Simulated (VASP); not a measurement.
# EuBi (F-43m) in VASP: settings compared

EuBi is run at these levels: r2SCAN, PBE; tasks: single point.

Everything below comes from runs of VASP 6.6.1. Logs are shortened: lines on timing, memory, paths and dates and some standing lists are left out, and cuts for length are marked.

### 1 The cell of the first run

It takes space group F-43m (No. 216, cubic). Conventional cell: a = 7.422 Å, b = 7.422 Å, c = 7.422 Å, α = 90.00°, β = 90.00°, γ = 90.00°. Within 4.2 Å of Eu (site symmetry -43m) lie 4 Bi at 3.21 Å. Bi (site symmetry -43m) has 4 Eu at 3.21 Å within 4.2 Å.

### 2 Single point, r2SCAN, collinear spin, ferromagnetic start

Input file POSCAR:

```
EuBi
1.0
    0.0000000000      3.7109348306      3.7109348306
    3.7109348306      0.0000000000      3.7109348306
    3.7109348306      3.7109348306      0.0000000000
Eu Bi
1 1
Direct
    0.0000000000      0.0000000000      0.0000000000
    0.2500000000      0.2500000000      0.2500000000
```

Input file INCAR.step1:

```
PREC = Accurate ; ENCUT = 520
ISMEAR = 0 ; SIGMA = 0.05
LREAL = False ; LASPH = True
NELM = 150 ; ISPIN = 2
MAGMOM = 6 0 ; LMAXMIX = 6
NBANDS = 27 ; GGA = PE
ALGO = Normal ; EDIFF = 1E-4
LWAVE = True ; LCHARG = False
```

Input file INCAR.step2:

```
PREC = Accurate ; ENCUT = 520
EDIFF = 1E-6 ; ISMEAR = 0
SIGMA = 0.05 ; LREAL = False
LASPH = True ; NELM = 150
ALGO = Normal ; ISIF = 2
LWAVE = False ; LCHARG = True
ISPIN = 2 ; MAGMOM = 6 0
LORBIT = 11 ; LMAXMIX = 6
METAGGA = R2SCAN ; LMIXTAU = True
LELF = True ; LVHAR = True
NBANDS = 27 ; ISTART = 1
```

Input file KPOINTS:

```
Automatic mesh
0
Gamma
  8 8 8
```

Potentials or basis: VASP PAW PBE potentials, release 64 (Eu, Bi_d).

The run is started by

```
$ cat potpaw_PBE.64/Eu/POTCAR potpaw_PBE.64/Bi_d/POTCAR > POTCAR
$ cp INCAR.step1 INCAR
$ mpirun -np 1 vasp_std > vasp.out
$ cp INCAR.step2 INCAR
$ mpirun -np 1 vasp_std > vasp.out
```

OUTCAR:

```text
PREC = Accurate
   ENCUT = 520
   EDIFF = 1E-6
   ISMEAR = 0
   LREAL = False
   LASPH = True
   NELM = 150
   ISIF = 2
   ISPIN = 2
   LORBIT = 11
   METAGGA = R2SCAN
   ISTART = 1

 ion  position               nearest neighbor table
   1  0.000  0.000  0.000-   2 3.21   2 3.21   2 3.21   2 3.21
   2  0.250  0.250  0.250-   1 3.21   1 3.21   1 3.21   1 3.21

  LATTYP: Found a face centered cubic cell.
 ALAT       =     7.4218696612

  Lattice vectors:

 A1 = (   0.0000000000,   3.7109348306,   3.7109348306)
 A2 = (   3.7109348306,   0.0000000000,   3.7109348306)
 A3 = (   3.7109348306,   3.7109348306,   0.0000000000)

Analysis of symmetry for initial positions (statically):
=====================================================================
 Subroutine PRICEL returns:
 Original cell was already a primitive cell.

 Routine SETGRP: Setting up the symmetry group for a
 face centered cubic supercell.

 Subroutine GETGRP returns: Found 24 space group operations
 (whereof 24 operations were pure point group operations)
 out of a pool of 48 trial point group operations.

The static configuration has the point symmetry T_d .

Analysis of symmetry for dynamics (positions and initial velocities):
=====================================================================
 Subroutine PRICEL returns:
 Original cell was already a primitive cell.

 Routine SETGRP: Setting up the symmetry group for a
 face centered cubic supercell.

 Subroutine GETGRP returns: Found 24 space group operations
 (whereof 24 operations were pure point group operations)
 out of a pool of 48 trial point group operations.

The dynamic configuration has the point symmetry T_d .

Analysis of structural, dynamic, and magnetic symmetry:
=====================================================================
 Subroutine PRICEL returns:
 Original cell was already a primitive cell.

 Routine SETGRP: Setting up the symmetry group for a
 face centered cubic supercell.

 Subroutine GETGRP returns: Found 24 space group operations
 (whereof 24 operations were pure point group operations)
 out of a pool of 48 trial point group operations.

The overall configuration has the point symmetry T_d .

 Subroutine INISYM returns: Found 24 space group operations
 (whereof 24 operations are pure point group operations),
 and found     1 'primitive' translations

----------------------------------------------------------------------------------------

                                     Primitive cell

  volume of cell :     102.2068
[... 113 lines left out ...]
   LORBIT       =     11    0 simple, 1 ext, 2 COOP (PROOUT), +10 PAW based schemes
   METAGGA = R2SCAN    functional components
   LHFCALC =     F    Hartree Fock is set to
   AEXX    =    0.0000 exact exchange contribution
   IVDW    =     0    specifies the selected vdW correction
   LEPSILON=     F    determine dielectric tensor
   LRPA    =     F    only Hartree local field effects (RPA)
 spin polarized calculation
 Gauss-broadening in eV      SIGMA  =   0.05
  energy-cutoff  :      520.00
  volume of cell :      102.21
 maximum number of plane-waves:      2786
   NGX = 19   NGY = 19   NGZ = 19

 number of electron      32.0000010 magnetization       7.1453706

 Free energy of the ion-electron system (eV)
  ---------------------------------------------------
  ext. energy  EPLUGINS =         0.00000000
  ---------------------------------------------------
  free energy    TOTEN  =       -98.78981925 eV

  energy without entropy =      -98.77380017  energy(sigma->0) =      -98.78180971

 E-fermi :   1.0752     XC(G=0):  -8.1135

 val. band max:        1.0737966174   @ k =   0.3750   0.2500   0.0000
 cond. band min:       1.0758299507   @ k =  -0.2500   0.2500   0.0000
 fundamental gap:      0.0020333333
 Fermi energy:         1.0751617339

 spin component 1

 k-point     1 :       0.0000    0.0000    0.0000
  band No.  band energies     occupation
      1     -41.5936      1.00000
      2     -20.7354      1.00000
      3     -20.7354      1.00000
      4     -20.7354      1.00000
      5     -20.6455      1.00000
      6     -20.6455      1.00000
[... 709 lines left out ...]
     26       6.3768      0.00000
     27       8.8835      0.00000

 [... further k-points ...]

 spin component 2

 k-point     1 :       0.0000    0.0000    0.0000
  band No.  band energies     occupation
      1     -37.9590      1.00000
      2     -20.6700      1.00000
      3     -20.6700      1.00000
      4     -20.6700      1.00000
      5     -20.6295      1.00000
      6     -20.6295      1.00000
[... 709 lines left out ...]
     26       7.6265      0.00000
     27       9.5852      0.00000

 [... further k-points ...]

------------------------ aborting loop because EDIFF is reached ----------------------------------------

  FORCE on cell =-STRESS in cart. coord.  units (eV):
  Direction    XX          YY          ZZ          XY          YZ          ZX
  --------------------------------------------------------------------------------------
  -------------------------------------------------------------------------------------
  Total       -0.2390668     -0.2390668     -0.2390668     -0.0000000     -0.0000000      0.0000000
  in kB       -3.7475713     -3.7475713     -3.7475713     -0.0000000     -0.0000000      0.0000000
  external PRESSURE =      -3.7475713 kB  Pullay stress =       0.0000000 kB

 VOLUME and BASIS-vectors are now :
 -----------------------------------------------------------------------------
  energy-cutoff  :      520.00
  volume of cell :      102.21
      direct lattice vectors                 reciprocal lattice vectors
     0.000000000  3.710934831  3.710934831    -0.134736939  0.134736939  0.134736939
     3.710934831  0.000000000  3.710934831     0.134736939 -0.134736939  0.134736939
     3.710934831  3.710934831  0.000000000     0.134736939  0.134736939 -0.134736939

 POSITION                                       TOTAL-FORCE (eV/Angst)
 -----------------------------------------------------------------------------------
      0.00000      0.00000      0.00000         0.000000      0.000000      0.000000
      1.85547      1.85547      1.85547        -0.000000     -0.000000     -0.000000
 -----------------------------------------------------------------------------------
    total drift:                                0.000001      0.000001      0.000001

  FREE ENERGIE OF THE ION-ELECTRON SYSTEM (eV)
  ---------------------------------------------------
  free  energy   TOTEN  =       -98.7898192456 eV

  energy  without entropy=      -98.7738001683  energy(sigma->0) =      -98.78180971

 total charge

# of ion       s       p       d       f       tot
--------------------------------------------------
    1        2.059   5.767   0.300   6.596  14.722
    2        1.411   1.682   9.856   0.000  12.949
--------------------------------------------------
tot          3.470   7.449  10.156   6.596  27.671

 magnetization (x)

# of ion       s       p       d       f       tot
--------------------------------------------------
    1       -0.017  -0.180   0.078   6.581   6.462
    2       -0.007   0.118   0.001   0.000   0.112
--------------------------------------------------
tot         -0.024  -0.062   0.079   6.581   6.574
```

OUTCAR.step1:

```text
PREC = Accurate
   ENCUT = 520
   ISMEAR = 0
   LREAL = False
   LASPH = True
[... 1682 lines left out ...]
      0.00000      0.00000      0.00000         0.000000      0.000000      0.000000
      1.85547      1.85547      1.85547        -0.000000     -0.000000     -0.000000
 -----------------------------------------------------------------------------------
    total drift:                               -0.000011     -0.000011     -0.000011

  FREE ENERGIE OF THE ION-ELECTRON SYSTEM (eV)
  ---------------------------------------------------
  free  energy   TOTEN  =       -15.6428558954 eV

  energy  without entropy=      -15.6296660534  energy(sigma->0) =      -15.63626097
```

OSZICAR.step1:

```text
N       E                     dE             d eps       ncg     rms          rms(c)
DAV:   1     0.272424285112E+03    0.27242E+03   -0.13999E+04  4316   0.422E+03
DAV:   2     0.383388037085E+02   -0.23409E+03   -0.21170E+03  4142   0.463E+02
[... 12 lines left out ...]
DAV:  15    -0.157199154177E+02   -0.11653E-01   -0.27602E-03  4672   0.118E+00    0.224E+00
DAV:  16    -0.157080677328E+02    0.11848E-01   -0.36046E-03  4519   0.111E+00    0.199E+00
DAV:  17    -0.156904622130E+02    0.17606E-01   -0.24389E-02  4775   0.337E+00    0.225E+00
DAV:  18    -0.156312583304E+02    0.59204E-01   -0.59112E-02  5300   0.686E+00    0.313E+00
DAV:  19    -0.156428926771E+02   -0.11634E-01   -0.10639E-02  5821   0.813E-01    0.297E+00
DAV:  20    -0.156428558954E+02    0.36782E-04   -0.63529E-04  3752   0.112E-01
   1 F= -.15642856E+02 E0= -.15636261E+02  d E =-.131898E-01  mag=     7.0841
```

It took 15 min on 1 thread of Intel Xeon 6975P-C (Granite Rapids), shared host; peak memory 0.41 GiB.

Results:

```
Free energy                                           : -98.7898 eV
Pressure                                              : -0.4 GPa
Net moment                                            : 7.15 μB per cell
Site moments                                          : Eu +6.46; Bi +0.11 μB
Valence electrons inside the program's atomic spheres : Eu 14.72; Bi 12.95
```

Caveat: the PAW data sets were made with another functional, which shifts forces and pressure a little; spin-orbit coupling is left out, which moves the levels of the heavy elements; semilocal functionals describe open f shells poorly, which spoils levels, moments and volumes. The state reached can hang on the start; a lower one may exist.

### 3 Single point, PBE, collinear spin, ferromagnetic start

Input file INCAR:

```
SYSTEM = EuBi
  PREC = Accurate
  ENCUT = 520
  EDIFF = 1E-6
  ISMEAR = 0
  SIGMA = 0.001
  LREAL = .FALSE.
  LASPH = .TRUE.
  NELM = 150
  ALGO = Normal
  ISIF = 2
  LWAVE = .FALSE.
  LCHARG = .FALSE.
  ISPIN = 2
  MAGMOM = 6 0
  LORBIT = 11
  LMAXMIX = 6
  GGA = PE
  NBANDS = 27
```

Input file KPOINTS:

```
regular mesh
0
G
  10 10 10
  0 0 0
```

POSCAR is that of step 2.

Potentials or basis: VASP PAW PBE potentials, release 64 (Eu, Bi_d).

The run is started by

```
$ cat potpaw_PBE.64/Eu/POTCAR potpaw_PBE.64/Bi_d/POTCAR > POTCAR
$ mpirun -np 1 vasp_std > vasp.out
```

OUTCAR:

```text
SYSTEM = EuBi
   PREC = Accurate
   ENCUT = 520
   EDIFF = 1E-6
   ISMEAR = 0
   LREAL = .FALSE.
   LASPH = .TRUE.
   NELM = 150
   ISIF = 2
   ISPIN = 2
   LORBIT = 11
   GGA = PE

 ion  position               nearest neighbor table
   1  0.000  0.000  0.000-   2 3.21   2 3.21   2 3.21   2 3.21
   2  0.250  0.250  0.250-   1 3.21   1 3.21   1 3.21   1 3.21

  LATTYP: Found a face centered cubic cell.
 ALAT       =     7.4218696612
[... 1658 lines left out ...]
  external PRESSURE =      -1.3535458 kB  Pullay stress =       0.0000000 kB

 VOLUME and BASIS-vectors are now :
 -----------------------------------------------------------------------------
  energy-cutoff  :      520.00
  volume of cell :      102.21
      direct lattice vectors                 reciprocal lattice vectors
     0.000000000  3.710934831  3.710934831    -0.134736939  0.134736939  0.134736939
     3.710934831  0.000000000  3.710934831     0.134736939 -0.134736939  0.134736939
     3.710934831  3.710934831  0.000000000     0.134736939  0.134736939 -0.134736939

 POSITION                                       TOTAL-FORCE (eV/Angst)
 -----------------------------------------------------------------------------------
      0.00000      0.00000      0.00000         0.000000      0.000000      0.000000
      1.85547      1.85547      1.85547        -0.000000     -0.000000     -0.000000
 -----------------------------------------------------------------------------------
    total drift:                                0.000000      0.000000      0.000000

  FREE ENERGIE OF THE ION-ELECTRON SYSTEM (eV)
  ---------------------------------------------------
  free  energy   TOTEN  =       -15.7399504590 eV

  energy  without entropy=      -15.7399437879  energy(sigma->0) =      -15.73994712

 total charge

# of ion       s       p       d       f       tot
--------------------------------------------------
    1        2.057   5.725   0.308   6.573  14.663
    2        1.451   1.650   9.871   0.000  12.972
--------------------------------------------------
tot          3.508   7.375  10.179   6.573  27.635

 magnetization (x)

# of ion       s       p       d       f       tot
--------------------------------------------------
    1       -0.006  -0.130   0.015   6.547   6.426
    2       -0.005  -0.323   0.002   0.000  -0.326
--------------------------------------------------
tot         -0.010  -0.453   0.017   6.547   6.100
```

stdout:

```text
POSCAR found type information on POSCAR EuBi
 POSCAR found :  2 types and       2 ions
 scaLAPACK will be used
 LDA part: xc-table for (Slater+PW92), standard interpolation
 POSCAR, INCAR and KPOINTS ok, starting setup
 FFT: planning ... GRIDC
 FFT: planning ... GRID_SOFT
 FFT: planning ... GRID
 WAVECAR not read
 entering main loop
```

Run time: 5.1 min. Hardware: 1 thread of Intel Xeon 6975P-C (Granite Rapids), shared host; peak memory 0.44 GiB.

Results:

```yaml
Free_energy: -15.7400 eV
Pressure: -0.1 GPa
Band_gap_on_the_k_mesh: zero (filled and empty bands overlap)
Net_moment: 6.00 μB per cell
Site_moments: Eu +6.43; Bi -0.33 μB
Valence_electrons_inside_the_program's_atomic_spheres: Eu 14.66; Bi 12.97
```

Levels at points of the mesh, in eV from the Fermi level:
Spin up:
```csv
k point,band 17,band 18,band 19,band 20,band 21,band 22
"(0.00, 0.00, 0.00)",-0.30,-0.11,-0.11,-0.11,1.61,2.96
"(0.50, 0.00, 0.00)",-0.32,-0.29,0.02,0.02,2.83,3.17
"(0.50, 0.50, 0.00)",-0.32,-0.31,0.25,0.25,1.64,2.69
```
Spin down:
| k point | band 11 | band 12 | band 13 | band 14 | band 15 | band 16 |
| --- | --- | --- | --- | --- | --- | --- |
| (0.00, 0.00, 0.00) | -0.50 | -0.50 | -0.50 | 1.61 | 3.56 | 3.56 |
| (0.50, 0.00, 0.00) | -1.55 | -0.32 | -0.32 | 3.16 | 3.65 | 3.67 |
| (0.50, 0.50, 0.00) | -1.73 | -0.14 | -0.14 | 1.92 | 3.06 | 4.14 |

Caveat: spin-orbit coupling is left out, which moves the levels of the heavy elements; semilocal functionals describe open f shells poorly, which spoils levels, moments and volumes. The state reached can hang on the start; a lower one may exist.
